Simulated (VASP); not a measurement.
Crystal: HfTa.

```
CELL_PARAMETERS angstrom
1.71275 -2.39960 0.00000
1.71275 2.39960 0.00000
0.00000 0.00000 4.84755
ATOMIC_POSITIONS crystal
Hf 0.00000 0.00000 0.00000
Ta 0.50000 0.50000 0.50000
```

```yaml
Program: VASP 6.6.1
Task: relaxation of volume and atoms at fixed shape
Functional: LDA
Potentials_or_basis: VASP PAW LDA potentials, release 64 (Hf_pv, Ta_pv)
Cutoff: 600 eV
k_mesh: 7 × 7 × 4
Occupations: gaussian, width 0.05 eV
Spin: no spin polarisation
```

At the start: pressure -9.1 GPa; volume 19.92 Å³/atom.

Question: Where does the relaxation end?

Answer: Over 4 steps the energy falls by 37.0 meV/atom and the volume is 18.69 Å³/atom (-6.2 %); space group Cmmm (No. 65, to 0.1 Å) before and after.

Step by step:
```
step  energy change (eV)  largest force (eV/Å)  pressure (GPa)  volume (Å³)
   1              0.0000                0.0000           -9.15        39.85
   2              0.1375                0.0000           19.78        33.64
   3             -0.0739                0.0000           -0.19        37.43
   4             -0.0740                0.0000           -0.03        37.38
```

Final structure:
```
CELL_PARAMETERS angstrom
1.67664 -2.34900 0.00000
1.67664 2.34900 0.00000
0.00000 0.00000 4.74534
ATOMIC_POSITIONS crystal
Hf 0.00000 0.00000 0.00000
Ta 0.50000 0.50000 0.50000
```
